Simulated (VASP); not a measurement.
Here is a VASP 6.6.1 calculation.

Contents of INCAR:

```
AGGAC = 1.0
AGGAX = 1.0
ALDAC = 0.0
ALDAX = 1.0
ALGO = Normal
EDIFF = 1E-6
ENCUT = 520
GGA = B5
ISIF = 2
ISMEAR = -1
LASPH = True
LCHARG = False
LREAL = False
LWAVE = False
NBANDS = 34
NELM = 60
PREC = Accurate
SIGMA = 0.1
```

Contents of KPOINTS:

```
k-points
0
Gamma
  12 12 3
```

Contents of POSCAR:

```
In
1.0
    3.6313788137      0.0000000000      0.0000000000
   -1.8156894068      3.1448663034      0.0000000000
    0.0000000000      0.0000000000     11.7883908555
In
4
Direct
    0.0000000000      0.0000000000      1.0000000000
    0.0000000000      1.0000000000      0.5000000000
    0.3333333333      0.6666666667      0.2500000000
    0.6666666667      0.3333333333      0.7500000000
```

Potentials or basis: VASP PAW PBE potentials, release 64 (In_d).

Command:

```bash
$ cat potpaw_PBE.64/In_d/POTCAR > POTCAR
$ mpirun -np 1 vasp_std > vasp.out
```

Question: Estimate the pressure.

Answer: -1.4 GPa.

Question: Estimate the band gap on the k mesh.

Answer: Zero (bands 26 and 27 overlap by 3.58 eV).

Stress tensor (GPa, compression positive):
```
-1.42  0.00  0.00
 0.00 -1.42  0.00
 0.00  0.00 -1.50
```

Caveat: the PAW data sets were made with another functional, which shifts forces and pressure a little; spin-orbit coupling is left out, which moves the levels of the heavy elements.
